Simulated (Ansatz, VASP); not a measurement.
**One calculation of BaS, two programs**

The input INCAR:

```
  PREC = Accurate
  ENCUT = 500
  EDIFF = 1E-6
  ISMEAR = -1
  SIGMA = 0.1
  LREAL = False
  LASPH = True
  NELM = 120
  ALGO = Normal
  ISIF = 2
  LWAVE = False
  LCHARG = False
  GGA = CA
  NBANDS = 15
  GGA_COMPAT = False
```

The input KPOINTS:

```
regular mesh
0
Gamma
  11 11 11
```

POSCAR

```
BaS
1.0
    0.0000000000      3.0041330722      3.0041330722
    3.0041330722      0.0000000000      3.0041330722
    3.0041330722      3.0041330722      0.0000000000
Ba S
1 1
Direct
    0.0000000000      0.0000000000      0.0000000000
    0.5000000000      0.5000000000      0.5000000000
```

Input for Ansatz:

```yaml
crystal:
  lattice:
    - [0.0, 3.0041330722, 3.0041330722]
    - [3.0041330722, 0.0, 3.0041330722]
    - [3.0041330722, 3.0041330722, 0.0]
  atoms:
    - { symbol: Ba, position: [0.0, 0.0, 0.0] }
    - { symbol: S, position: [0.5, 0.5, 0.5] }
kpoints:
  mp_grid: { grid: [11, 11, 11] }
scf:
  occupations: { method: fermi_dirac, width: 0.1 }
hamiltonian:
  xc: lda
  pseudopotentials: { kind: all_electron, lapw: { basis_error: 0.001 } }
output:
  forces: true
  stress: true
  eigenvalues: true
  populations: true
```

Change from the starting cell: volume scaled by 0.88, LAPW.

Alike in both runs: task single point; functional LDA; k mesh 11 × 11 × 11; occupations fermi-dirac, width 0.1 eV; no spin polarisation.

```csv
,VASP,Ansatz
version,VASP 6.6.1,Ansatz 0.2.0
potentials or method,"VASP PAW LDA potentials, release 64 (Ba_sv, S), cutoff 500 eV","all-electron LAPW, scalar-relativistic"
```

|  | VASP | Ansatz | Ansatz less VASP |
| --- | --- | --- | --- |
| pressure (GPa) | 10.0 | 8.7 | -1.25 |

LDA's correlation is that of Perdew and Zunger in VASP and of Perdew and Wang (1992) in Ansatz. Ansatz ran all-electron here, and VASP with PAW potentials.

Neither program's run includes spin-orbit coupling.
